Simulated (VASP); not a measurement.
**SrTlI3: relaxation of cell and atoms with PBEsol**

The system is SrTlI3.

```
CELL_PARAMETERS angstrom
6.61371 0.00000 0.00000
0.00000 6.61371 0.00000
0.00000 0.00000 6.61371
ATOMIC_POSITIONS crystal
Tl 0.00000 0.00000 0.00000
Sr 0.50000 0.50000 0.50000
I 0.50000 0.50000 0.00000
I 0.50000 0.00000 0.50000
I 0.00000 0.50000 0.50000
```

```
Program                : VASP 6.6.1
Task                   : relaxation of cell and atoms
Functional             : PBEsol
Potentials or basis    : VASP PAW PBE potentials, release 64 (Tl_d, Sr_sv, I)
Cutoff                 : 600 eV
k mesh                 : 4 × 4 × 4
Occupations            : fermi-dirac, width 0.03 eV
Spin                   : no spin polarisation
Dipole correction      : no
Further INCAR settings : ALGO = Normal; EDIFF = 1e-06; IBRION = 2; EDIFFG = -0.01; NSW = 100; ISIF = 3
```

The relaxed volume is 49.26 Å³/atom. The relaxed cell is a = 6.268 Å, b = 6.268 Å, c = 6.268 Å, α = 90.00°, β = 90.00°, γ = 90.00°, the space group after relaxing (to 0.1 Å) is Pm-3m (No. 221) and the energy gained by relaxing is 52.8 meV/atom. The ionic steps are 4, the pressure after relaxing is 0.0 GPa and the band gap on the k mesh is 2.47 eV (least direct gap 2.81 eV).

Step by step:
```
step  energy change (eV)  largest force (eV/Å)  pressure (GPa)  volume (Å³)
   1              0.0000                0.0000           -1.70       289.29
   2             -0.2094                0.0000           -0.92       264.36
   3             -0.2634                0.0000           -0.11       248.35
   4             -0.2640                0.0000            0.02       246.28
```

Final structure:
```
Tl Sr I
1.0
     6.26823    0.00000    0.00000
     0.00000    6.26823    0.00000
     0.00000    0.00000    6.26823
Tl Sr I
1 1 3
Direct
  0.00000 0.00000 0.00000
  0.50000 0.50000 0.50000
  0.50000 0.50000 0.00000
  0.50000 0.00000 0.50000
  0.00000 0.50000 0.50000
```

Levels at points of the mesh, in eV from the valence-band top:
```tsv
k point	band 20	band 21	band 22	band 23	band 24	band 25
(0.00, 0.00, 0.00)	-0.31	-0.31	-0.31	3.65	3.65	3.65
(0.50, 0.00, 0.00)	-0.70	-0.36	-0.36	2.47	3.25	3.25
(0.50, 0.50, 0.00)	-0.94	-0.94	0.00	2.80	3.19	3.19
(0.50, 0.50, 0.50)	0.00	0.00	0.00	3.60	3.60	3.60
```

Wall time 4.5 min on 1 thread of Intel(R) Xeon(R) Platinum 8488C (Sapphire Rapids), on a shared host, peak memory 0.49 GiB.

Caveat: the PAW data sets were made with another functional, which shifts forces and pressure a little; spin-orbit coupling is left out, which moves the levels of the heavy elements. A k mesh can miss the band edges.
